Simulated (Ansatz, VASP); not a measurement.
Bi: VASP beside Ansatz

```
CELL_PARAMETERS angstrom
2.25774 1.30351 3.92746
-2.25774 1.30351 3.92746
0.00000 -2.60702 3.92746
ATOMIC_POSITIONS crystal
Bi 0.23389 0.23389 0.23389
Bi 0.76611 0.76611 0.76611
```

Change from the starting cell: volume scaled by 0.98, crystal datasets.

Alike in both runs: task electric field gradients; functional PBEsol; k mesh 10 × 10 × 10; occupations fermi-dirac, width 0.03 eV; no spin polarisation.

|  | VASP | Ansatz |
| --- | --- | --- |
| version | VASP 6.6.1 | Ansatz 0.2.0 |
| potentials or method | VASP PAW PBE potentials, release 64 (Bi_d), cutoff 520 eV | all-electron PAW with datasets made for the crystal, scalar-relativistic |

Ansatz gave:

| Quantity | Value |
| --- | --- |
| pressure (GPa) | 0.4 |
| traceless stress, the component that is largest in VASP (GPa) | -0.08 |
| rms of the force components (eV/Å) | 0.120 |
| size of Vzz on the site where it differs most (V/Å²) | 30.6 |

Problem. Which values does VASP return?

Solution. Pressure (GPa): 0.3; traceless stress, the component that is largest in VASP (GPa): -0.07; rms of the force components (eV/Å): 0.123; size of Vzz on the site where it differs most (V/Å²): 28.6.

VASP's potentials were made for PBE, not for PBEsol. Atom by atom the forces differ by 0.003 eV/Å (rms over components). Ansatz ran all-electron here, and VASP with PAW potentials.

Neither program's run includes spin-orbit coupling.
